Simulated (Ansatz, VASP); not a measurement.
**Two plane-wave programs on Cr**

The input INCAR:

```
SYSTEM = Cr
ALGO = Normal ; EDIFF = 1E-6
ENCUT = 520 ; ISIF = 2
ISMEAR = -1 ; LASPH = .TRUE.
LCHARG = .FALSE. ; LREAL = .FALSE.
LWAVE = .FALSE. ; NBANDS = 19
NELM = 60 ; PREC = Accurate
SIGMA = 0.1
```

KPOINTS

```
k-points
0
G
  18 18 18
  0 0 0
```

The input POSCAR:

```
Cr
1.0
    0.0000000000      2.5356011937      2.5356011937
    2.5356011937      0.0000000000      2.5356011937
    2.5356011937      2.5356011937      0.0000000000
Cr
2
Direct
    0.1250000000      0.1250000000      0.1250000000
    0.8750000000      0.8750000000      0.8750000000
```

Input for Ansatz:

```yaml
crystal:
  lattice:
    - [0.0, 2.5356011937, 2.5356011937]
    - [2.5356011937, 0.0, 2.5356011937]
    - [2.5356011937, 2.5356011937, 0.0]
  atoms:
    - { symbol: Cr, position: [0.125, 0.125, 0.125] }
    - { symbol: Cr, position: [0.875, 0.875, 0.875] }
hamiltonian:
  xc: lda
  pseudopotentials:
    kind: paw
    azcp:
      Cr: "pseudopotentials/Cr.paw.azcp"
basis:
  ecutwfc: 420
  fft_grid_basis: typed
kpoints:
  mp_grid: { grid: [18, 18, 18], shift: [0, 0, 0] }
magnetization:
  spin_polarized: false
scf:
  occupations: { method: fermi_dirac, width: 0.1 }
output:
  stress: true
```

Alike in both runs: task single point; functional LDA; k mesh 18 × 18 × 18; occupations fermi-dirac, width 0.1 eV; no spin polarisation.

```csv
,VASP,Ansatz
version,VASP 6.6.1,Ansatz 0.2.0
potentials or method,"VASP PAW LDA potentials, release 64 (Cr_pv), cutoff 520 eV","plane waves (420 eV) with PAW, scalar-relativistic"
valence electrons in the cell,24,28
```

|  | VASP | Ansatz | Ansatz less VASP |
| --- | --- | --- | --- |
| pressure (GPa) | -7.8 | -8.3 | -0.44 |

Ansatz warns that its potentials were made for another functional, while VASP's fit it. LDA's correlation is that of Perdew and Zunger in VASP and of Perdew and Wang (1992) in Ansatz. VASP's potentials hold 24 valence electrons a cell and Ansatz's 28, so a difference there can come from the potentials and not from the codes.
